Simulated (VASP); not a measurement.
A run of VASP 6.6.1 is set up as follows.

INCAR

```
SYSTEM = GaCo
PREC = Accurate
ENCUT = 520
EDIFF = 1E-7
ISMEAR = 0
SIGMA = 0.15
LREAL = .FALSE.
LASPH = .TRUE.
NELM = 60
ALGO = Fast
ISIF = 2
LWAVE = .FALSE.
LCHARG = .FALSE.
GGA = PS
NBANDS = 18
```

KPOINTS

```
regular mesh
0
G
  16 16 16
  0 0 0
```

The input POSCAR:

```
GaCo
1.0
    2.8831000000      0.0000000000      0.0000000000
    0.0000000000      2.8831000000      0.0000000000
    0.0000000000      0.0000000000      2.9984240000
Ga Co
1 1
Direct
    0.5000000000      0.5000000000      0.5000000000
    0.0000000000      0.0000000000      0.0000000000
```

Potentials or basis: VASP PAW PBE potentials, release 64 (Ga_d, Co).

The run is started by

```console
$ cat potpaw_PBE.64/Ga_d/POTCAR potpaw_PBE.64/Co/POTCAR > POTCAR
$ mpirun -np 1 vasp_std > vasp.out
```

What does it give for the band gap on the k mesh?

Zero (bands 11 and 12 overlap by 1.54 eV).

Estimate the pressure.

-13.7 GPa.

Stress tensor (GPa, compression positive):
```
-13.30   0.00   0.00
  0.00 -13.30   0.00
  0.00   0.00 -14.36
```

Caveat: the cell differs from its parent crystal (strain +0.000 along x and y, +0.040 along z); the cell stands under tension; the PAW data sets were made with another functional, which shifts forces and pressure a little; the run has no spin polarisation, though such a crystal can be magnetic. Spin polarisation is off, so any magnetic state and its effect on volume and gap are missing.
